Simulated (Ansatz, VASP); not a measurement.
One calculation of Ru, two programs

```xyz
2
Lattice="2.7058 0.0000 0.0000 -1.3529 2.3433 0.0000 0.0000 0.0000 4.2819" Properties=species:S:1:pos:R:3 pbc="T T T"
Ru    1.3529    0.7811    3.2114
Ru    0.0000    1.5622    1.0705
```

Alike in both runs: task single point; functional PBE; k mesh 11 × 11 × 6; occupations gaussian, width 0.019 eV; no spin polarisation.

|  | VASP | Ansatz |
| --- | --- | --- |
| version | VASP 6.6.1 | Ansatz 0.2.0 |
| potentials or method | VASP PAW PBE potentials, release 64 (Ru_pv), cutoff 520 eV | all-electron LAPW, scalar-relativistic |

Ansatz gave:

* gap on the k mesh at the Fermi level (eV): none
* pressure (GPa): 4.4
* traceless stress, the component that is largest in VASP (GPa): -0.10

Question: Estimate VASP's values.

Answer: gap on the k mesh at the Fermi level (eV): none; pressure (GPa): 4.4; traceless stress, the component that is largest in VASP (GPa): -0.03.

A gap of «none» marks a metal or a gap that the smearing closes. Ansatz ran all-electron here, and VASP with PAW potentials.
